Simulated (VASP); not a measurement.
Input of a VASP 6.6.1 run:

INCAR

```
SYSTEM = Be16B
PREC     = Accurate       ! precision mode
ENCUT    = 520            ! plane-wave cutoff, eV
EDIFF    = 1E-6           ! SCF threshold, eV
ISMEAR   = -1             ! smearing method
SIGMA    = 0.1            ! smearing width, eV
LREAL    = Auto         
LASPH    = .TRUE.         ! aspherical terms in the spheres
NELM     = 100            ! most SCF steps
ALGO     = Normal         ! electronic algorithm
ISIF     = 2              ! what is computed and relaxed
LWAVE    = .FALSE.        ! write WAVECAR
LCHARG   = .TRUE.         ! write CHGCAR
GGA      = PE             ! functional
LELF     = .TRUE.         ! ELF
LVHAR    = .TRUE.       
NBANDS   = 32             ! bands
```

Contents of KPOINTS:

```
Automatic mesh
0
G
  4 4 3
  0 0 0
```

File POSCAR:

```
Be16B
1.0
   -2.2900000000     -3.9663960000      0.0000000000
    3.4350000000     -1.9831980000      0.0000000000
    0.0000000000      0.0000000000      7.1768600000
Be B
16 1
Direct
    0.7822046890      0.5083220919      0.0013366236
    0.4646317372      0.3984688329      0.2294256910
    0.7101110511      0.5053758762      0.5111007013
    0.5085676745      0.3430950819      0.7447412086
    0.5370775555      0.0317915807      0.0068415461
    0.2400745646      0.9136042866      0.2537427882
    0.5008396710      0.0178321473      0.4914945815
    0.2615027196      0.8721478836      0.7431618202
    0.3030053849      0.5690043981     -0.0343540996
   -0.1611044657      0.2247294697      0.2777850880
    0.1884839838      0.4980747142      0.4483013390
    0.0116221030      0.3637677254      0.7358206146
    0.0338482906      0.0452690142      0.0071398059
    0.7996420785      0.7382944748      0.2648216921
   -0.0126980018     -0.0137308504      0.5148677912
    0.7523673991      0.8417298692      0.7579535143
    0.1035921651      0.4714033037      0.1697278940
```

Potentials or basis: VASP PAW PBE potentials, release 64 (Be, B).

Command:

```sh
$ cat potpaw_PBE.64/Be/POTCAR potpaw_PBE.64/B/POTCAR > POTCAR
$ mpirun -np 1 vasp_std > vasp.out
```

(1) Estimate the pressure.

(2) What does it give for the largest force?

Answers

(1) 8.8 GPa.

(2) 0.025 eV/Å.

Caveat: the k points lie up to 0.40 Å⁻¹ apart.
